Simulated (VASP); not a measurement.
# Ca (P6_3/mmc) in VASP: further runs

Aim: see how the results for Ca move with the level of theory and the settings. Levels: PBEsol, BLYP, LDA. Tasks: single point.

Everything below comes from runs of VASP 6.6.1. Logs are shortened: lines on timing, memory, paths and dates and some standing lists are left out, and cuts for length are marked.

## Step 1: The cell of the first run

The structure is hexagonal, space group P6_3/mmc (No. 194). The conventional cell has a = 3.958 Å, b = 3.958 Å, c = 12.869 Å, α = 90.00°, β = 90.00°, γ = 120.00°. Ca (site symmetry -3m) has 12 Ca at 3.95 to 3.96 Å within 5.2 Å. Within 5.2 Å of Ca (site symmetry -6m2) lie 12 Ca at 3.95 to 3.96 Å.

## Step 2: Single point, PBEsol

Input file INCAR:

```
SYSTEM = Ca
  PREC = Accurate
  ENCUT = 520
  EDIFF = 1E-7
  ISMEAR = 1
  SIGMA = 0.05
  LREAL = .FALSE.
  LASPH = .TRUE.
  NELM = 100
  ALGO = Normal
  ISIF = 2
  LWAVE = .FALSE.
  LCHARG = .FALSE.
  GGA = PS
  NBANDS = 28
```

Input file KPOINTS:

```
regular mesh
0
G
  7 7 2
  0 0 0
```

Input file POSCAR:

```
Ca
1.0
    3.9575500000      0.0000000000      0.0000000000
   -1.9787800000      3.4273400000      0.0000000000
    0.0000000000      0.0000000000     12.8694200000
Ca
4
Direct
    0.0000000000      0.0000000000      0.0000000000
    0.3333333333      0.6666666667      0.2500000000
    0.0000000000      0.0000000000      0.5000000000
    0.6666666667      0.3333333333      0.7500000000
```

Potentials or basis: VASP PAW PBE potentials, release 64 (Ca_sv).

Command:

```sh
> cat potpaw_PBE.64/Ca_sv/POTCAR > POTCAR
> mpirun -np 1 vasp_std > vasp.out
```

OUTCAR:

```text
SYSTEM = Ca
   PREC = Accurate
   ENCUT = 520
   EDIFF = 1E-7
   ISMEAR = 1
   LREAL = .FALSE.
   LASPH = .TRUE.
   NELM = 100
   ISIF = 2
   GGA = PS

 ion  position               nearest neighbor table
   1  0.000  0.000  0.000-
   2  0.333  0.667  0.250-
   3  0.000  0.000  0.500-
   4  0.667  0.333  0.750-

  LATTYP: Found a hexagonal cell.
 ALAT       =     3.9575500000
 C/A-ratio  =     3.2518654218

  Lattice vectors:

 A1 = (   3.9575500000,   0.0000000000,   0.0000000000)
 A2 = (  -1.9787800000,   3.4273400000,   0.0000000000)
 A3 = (   0.0000000000,   0.0000000000,  12.8694200000)

Analysis of symmetry for initial positions (statically):
=====================================================================
 Subroutine PRICEL returns:
 Original cell was already a primitive cell.

 Routine SETGRP: Setting up the symmetry group for a
 hexagonal supercell.

 Subroutine GETGRP returns: Found 24 space group operations
 (whereof 12 operations were pure point group operations)
 out of a pool of 24 trial point group operations.

The static configuration has the point symmetry D_3d.
 The point group associated with its full space group is D_6h.

Analysis of symmetry for dynamics (positions and initial velocities):
=====================================================================
 Subroutine PRICEL returns:
 Original cell was already a primitive cell.

 Routine SETGRP: Setting up the symmetry group for a
 hexagonal supercell.

 Subroutine GETGRP returns: Found 24 space group operations
 (whereof 12 operations were pure point group operations)
 out of a pool of 24 trial point group operations.

The dynamic configuration has the point symmetry D_3d.
 The point group associated with its full space group is D_6h.

 Subroutine INISYM returns: Found 24 space group operations
 (whereof 12 operations are pure point group operations),
 and found     1 'primitive' translations

----------------------------------------------------------------------------------------

                                     Primitive cell

  volume of cell :     174.5591

  direct lattice vectors                    reciprocal lattice vectors
     3.957550000  0.000000000  0.000000000     0.252681583  0.145886099  0.000000000
    -1.978780000  3.427340000  0.000000000     0.000000000  0.291771461  0.000000000
[... 78 lines left out ...]
   ENCUT  =  520.0 eV  38.22 Ry    6.18 a.u.   7.36  7.36 23.93*2*pi/ulx,y,z
   NELM   =    100;   NELMIN=  2; NELMDL= -5     # of ELM steps
   EDIFF  = 0.1E-06   stopping-criterion for ELM
   LREAL  =      F    real-space projection
   EDIFFG = 0.1E-05   stopping-criterion for IOM
   NSW    =      0    number of steps for IOM
   IBRION =     -1    ionic relax: 0-MD 1-quasi-New 2-CG
   NFREE  =      0    steps in history (QN), initial steepest desc. (CG)
   ISIF   =      2    stress and relaxation
   ISYM   =      2    0-nonsym 1-usesym 2-fastsym
   POTIM  = 0.5000    time-step for ionic-motion
   TEBEG  =    0.0;   TEEND  =   0.0 temperature during run
   PSTRESS=    0.0 pullay stress
   NELECT =      40.0000    total number of electrons
   NUPDOWN=      -1.0000    fix difference up-down
   EMIN   =  10.00;   EMAX   =-10.00  energy-range for DOS
   EFERMI =   0.00;   METHOD = LEGACY
   ISMEAR =     1;   SIGMA  =   0.05  broadening in eV -4-tet -1-fermi 0-gaus
   EFERMI_NEDOS =   21; number of points for ismear=-14 and -15
   IALGO  =     38    algorithm
   IMIX   =      4    mixing-type and parameters
     AMIX     =   0.40;   BMIX     =  1.00
     AMIX_MAG =   1.60;   BMIX_MAG =  1.00
  volume/ion in A,a.u.               =      43.64       294.50
  Fermi-wavevector in a.u.,A,eV,Ry     =   1.001799  1.893126 13.654826  1.003601
  Thomas-Fermi vector in A             =   2.134245
   LORBIT       =      0    0 simple, 1 ext, 2 COOP (PROOUT), +10 PAW based schemes
   GGA     = PS    functional components
   LHFCALC =     F    Hartree Fock is set to
   AEXX    =    0.0000 exact exchange contribution
   IVDW    =     0    specifies the selected vdW correction
   LEPSILON=     F    determine dielectric tensor
   LRPA    =     F    only Hartree local field effects (RPA)
 non-spin polarized calculation
 Methfessel and Paxton  Order N= 1 SIGMA  =   0.05
  energy-cutoff  :      520.00
  volume of cell :      174.56
 maximum number of plane-waves:      4764
 NGX is ok and might be reduce to    30
   NGX = 15   NGY = 15   NGZ = 47

 number of electron      39.9999996 magnetization

 Free energy of the ion-electron system (eV)
  ---------------------------------------------------
  ext. energy  EPLUGINS =         0.00000000
  ---------------------------------------------------
  free energy    TOTEN  =        -8.47962430 eV

  energy without entropy =       -8.47949905  energy(sigma->0) =       -8.47958255

 E-fermi :   1.8373     XC(G=0):  -7.7057

 val. band max:        1.8048224380   @ k =   0.4286   0.1429   0.0000
 cond. band min:       1.8542031549   @ k =   0.4286   0.0000   0.5000
 fundamental gap:      0.0493807169
 Fermi energy:         1.8373345857

 k-point     1 :       0.0000    0.0000    0.0000
  band No.  band energies     occupation
      1     -40.1676      2.00000
      2     -40.1655      2.00000
      3     -40.1499      2.00000
      4     -40.1479      2.00000
      5     -21.2754      2.00000
      6     -21.2193      2.00000
[... 485 lines left out ...]
     27       3.0192      0.00000
     28       3.0192      0.00000

------------------------ aborting loop because EDIFF is reached ----------------------------------------

  FORCE on cell =-STRESS in cart. coord.  units (eV):
  Direction    XX          YY          ZZ          XY          YZ          ZX
  --------------------------------------------------------------------------------------
  -------------------------------------------------------------------------------------
  Total       -1.5950214     -1.5950225     -0.1869723      0.0000023      0.0000000      0.0000000
  in kB      -14.6397791    -14.6397891     -1.7161109      0.0000214      0.0000000      0.0000000
  external PRESSURE =     -10.3318931 kB  Pullay stress =       0.0000000 kB

 VOLUME and BASIS-vectors are now :
 -----------------------------------------------------------------------------
  energy-cutoff  :      520.00
  volume of cell :      174.56
      direct lattice vectors                 reciprocal lattice vectors
     3.957550000  0.000000000  0.000000000     0.252681583  0.145886099  0.000000000
    -1.978780000  3.427340000  0.000000000     0.000000000  0.291771461  0.000000000
     0.000000000  0.000000000 12.869420000     0.000000000  0.000000000  0.077703579

 POSITION                                       TOTAL-FORCE (eV/Angst)
 -----------------------------------------------------------------------------------
      0.00000      0.00000      0.00000        -0.000000      0.000000     -0.000000
     -0.00000      2.28489      3.21735         0.000000      0.000000      0.000000
      0.00000      0.00000      6.43471        -0.000000      0.000000     -0.000000
      1.97877      1.14245      9.65207         0.000000      0.000000      0.000000
 -----------------------------------------------------------------------------------
    total drift:                               -0.000000      0.000000      0.000000

  FREE ENERGIE OF THE ION-ELECTRON SYSTEM (eV)
  ---------------------------------------------------
  free  energy   TOTEN  =        -8.4796242979 eV

  energy  without entropy=       -8.4794990467  energy(sigma->0) =       -8.47958255
```

It took 2.2 min on 1 thread of Intel Xeon Platinum 8259CL at 2.50GHz (Skylake/Cascade Lake), shared host; peak memory 0.29 GiB.

Results:

* Free energy: -8.4796 eV
* Pressure: -1.0 GPa
* Band gap on the k mesh: zero (band 20 reaches 1.93 eV, above the bottom of band 21 at 1.60 eV)

Levels at points of the mesh, in eV from the Fermi level:
```
           k point  band 16  band 17  band 18  band 19  band 20  band 21  band 22  band 23  band 24  band 25
(0.00, 0.00, 0.00)   -22.99    -4.05    -3.06    -3.04    -1.06    -0.24     1.32     1.35     2.10     2.10
(0.00, 0.00, 0.50)   -23.00    -3.79    -3.79    -1.97    -1.97     0.52     0.52     1.96     1.96     2.17
```

Caveat: the PAW data sets were made with another functional, which shifts forces and pressure a little.

## Step 3: Single point, BLYP

Input file INCAR:

```
PREC = Accurate
ENCUT = 520
EDIFF = 1E-6
ISMEAR = 1
SIGMA = 0.05
LREAL = False
LASPH = True
NELM = 80
ALGO = Normal
ISIF = 2
LWAVE = False
LCHARG = False
GGA = B5
ALDAX = 1.0
AGGAX = 1.0
AGGAC = 1.0
ALDAC = 0.0
NBANDS = 28
```

Input file KPOINTS:

```
regular mesh
0
Gamma
  7 7 2
```

POSCAR is that of step 2.

Potentials or basis: VASP PAW PBE potentials, release 64 (Ca_sv).

Command:

```sh
> cat potpaw_PBE.64/Ca_sv/POTCAR > POTCAR
> mpirun -np 1 vasp_std > vasp.out
```

Run time: 2.5 min. Hardware: 1 thread of Intel Xeon Platinum 8259CL at 2.50GHz (Skylake/Cascade Lake), shared host; peak memory 0.29 GiB.

Results (log left out):

```yaml
Free_energy: -4.9454 eV
Pressure: -0.3 GPa
Band_gap_on_the_k_mesh: zero (band 20 reaches 2.41 eV, above the bottom of band 21 at 2.19 eV)
```

Stress tensor (GPa, compression positive):
```
-0.67  0.00  0.00
 0.00 -0.67  0.00
 0.00  0.00  0.56
```

Levels at points of the mesh, in eV from the Fermi level:
```csv
k point,band 18,band 19,band 20,band 21,band 22,band 23
"(0.00, 0.00, 0.00)",-3.01,-3.01,-1.08,-0.16,1.21,1.23
"(0.00, 0.00, 0.50)",-3.75,-1.93,-1.93,0.49,0.49,1.78
```

Caveat: the PAW data sets were made with another functional, which shifts forces and pressure a little.

## Step 4: Single point, LDA

Input file INCAR:

```
PREC     = Accurate       # precision mode
ENCUT    = 520            # plane-wave cutoff, eV
EDIFF    = 1E-6           # SCF threshold, eV
ISMEAR   = 1              # smearing method
SIGMA    = 0.05           # smearing width, eV
LREAL    = F              # projectors in reciprocal space
LASPH    = T              # aspherical terms in the spheres
NELM     = 80             # most SCF steps
ALGO     = Normal         # electronic algorithm
ISIF     = 2              # what is computed and relaxed
LWAVE    = F              # write WAVECAR
LCHARG   = T              # write CHGCAR
LELF     = T              # ELF
LVHAR    = T            
NBANDS   = 28             # bands
```

Input file KPOINTS:

```
Automatic mesh
0
Gamma
  7 7 2
```

POSCAR is that of step 3.

Potentials or basis: VASP PAW LDA potentials, release 64 (Ca_sv).

Command:

```sh
> cat potpaw_LDA.64/Ca_sv/POTCAR > POTCAR
> mpirun -np 1 vasp_std > vasp.out
```

It took 1.9 min on 1 thread of Intel Xeon Platinum 8259CL at 2.50GHz (Skylake/Cascade Lake), shared host; peak memory 0.24 GiB.

The run converged. Its results:

```
Free energy            : -8.6505 eV
Pressure               : -2.0 GPa
Band gap on the k mesh : zero (band 20 reaches 1.81 eV, above the bottom of band 21 at 1.55 eV)
```

Stress tensor (GPa, compression positive):
```
-2.44  0.00  0.00
 0.00 -2.44  0.00
 0.00  0.00 -1.21
```

Levels at points of the mesh, in eV from the Fermi level:
```csv
k point,band 16,band 17,band 18,band 19,band 20,band 21,band 22,band 23,band 24,band 25
"(0.00, 0.00, 0.00)",-22.93,-4.04,-3.04,-3.03,-1.09,-0.19,1.25,1.28,1.98,1.99
"(0.00, 0.00, 0.50)",-22.94,-3.78,-3.78,-1.96,-1.96,0.50,0.50,1.85,1.85,2.05
```

## Step 5: Summary

| level | potentials or basis | gap on the mesh (eV) | pressure (GPa) |
| --- | --- | --- | --- |
| PBEsol | VASP PAW PBE potentials, release 64 (Ca_sv) | none | -1.0 |
| BLYP | VASP PAW PBE potentials, release 64 (Ca_sv) | none | -0.3 |
| LDA | VASP PAW LDA potentials, release 64 (Ca_sv) | none | -2.0 |

Alike in all rows: task single point; no spin polarisation; cell as given; k mesh 7 × 7 × 2; cutoff (eV) 520; smearing methfessel-paxton 0.05 eV.

Caveats: the PAW data sets were made with another functional, which shifts forces and pressure a little (some runs).

Absolute energies hang on the potentials; compare differences alone.
